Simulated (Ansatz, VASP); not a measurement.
# One calculation of Nb, two programs

POSCAR

```
Nb
1.0
    0.0000000000      2.1678750000      2.0092500000
    2.1678750000      0.0000000000      2.0092500000
    2.1678750000      2.1678750000      0.0000000000
Nb
1
Direct
    0.0000000000      0.0000000000      0.0000000000
```

File INCAR.step1:

```
ALGO     = Normal         # electronic algorithm
EDIFF    = 1E-4           # SCF threshold, eV
ENCUT    = 520            # plane-wave cutoff, eV
GGA      = PE             # functional
ISMEAR   = 0              # smearing method
LASPH    = True           # aspherical terms in the spheres
LCHARG   = False          # write CHGCAR
LREAL    = False          # projectors in reciprocal space
LWAVE    = True           # write WAVECAR
NBANDS   = 12             # bands
NELM     = 60             # most SCF steps
PREC     = Accurate       # precision mode
SIGMA    = 0.15           # smearing width, eV
```

File INCAR.step2:

```
ALGO     = Normal         # electronic algorithm
EDIFF    = 1E-6           # SCF threshold, eV
ENCUT    = 520            # plane-wave cutoff, eV
ISIF     = 2              # what is computed and relaxed
ISMEAR   = 0              # smearing method
ISTART   = 1            
LASPH    = True           # aspherical terms in the spheres
LCHARG   = False          # write CHGCAR
LMIXTAU  = True         
LREAL    = False          # projectors in reciprocal space
LWAVE    = False          # write WAVECAR
METAGGA  = R2SCAN         # meta-GGA
NBANDS   = 12             # bands
NELM     = 60             # most SCF steps
PREC     = Accurate       # precision mode
SIGMA    = 0.15           # smearing width, eV
```

Contents of KPOINTS:

```
k-points
0
Gamma
  20 20 20
```

Input for Ansatz:

```yaml
crystal:
  lattice:
    - [0.0, 2.167875, 2.00925]
    - [2.167875, 0.0, 2.00925]
    - [2.167875, 2.167875, 0.0]
  atoms:
    - { symbol: Nb, position: [0.0, 0.0, 0.0] }
basis:
  ecutwfc: 500
kpoints:
  mp_grid: { grid: [20, 20, 20] }
hamiltonian:
  xc: r2scan
scf:
  occupations: { method: gaussian, width: 0.15 }
output:
  forces: true
  stress: true
  eigenvalues: true
```

Change from the starting cell: strain +0.025 along x and y, -0.050 along z, atoms carried along.

Alike in both runs: task single point; functional r2SCAN; k mesh 20 × 20 × 20; occupations gaussian, width 0.15 eV; no spin polarisation.

```csv
,VASP,Ansatz
version,VASP 6.6.1,Ansatz 0.2.0
potentials or method,"VASP PAW PBE potentials, release 64 (Nb_sv), cutoff 520 eV","scalar-relativistic, plane waves, PAW"
valence electrons in the cell,13,13
```

|  | VASP | Ansatz | Ansatz less VASP |
| --- | --- | --- | --- |
| gap on the k mesh at the Fermi level (eV) | none | none | - |
| pressure (GPa) | -3.1 | -2.9 | +0.20 |
| traceless stress, the component that is largest in VASP (GPa) | -10.68 | -10.72 | -0.039 |

VASP's potentials were made for PBE, not for r2SCAN. A gap of «none» marks a metal or a gap that the smearing closes. The functional is the same, so the differences come from potentials, cutoffs and numerics.
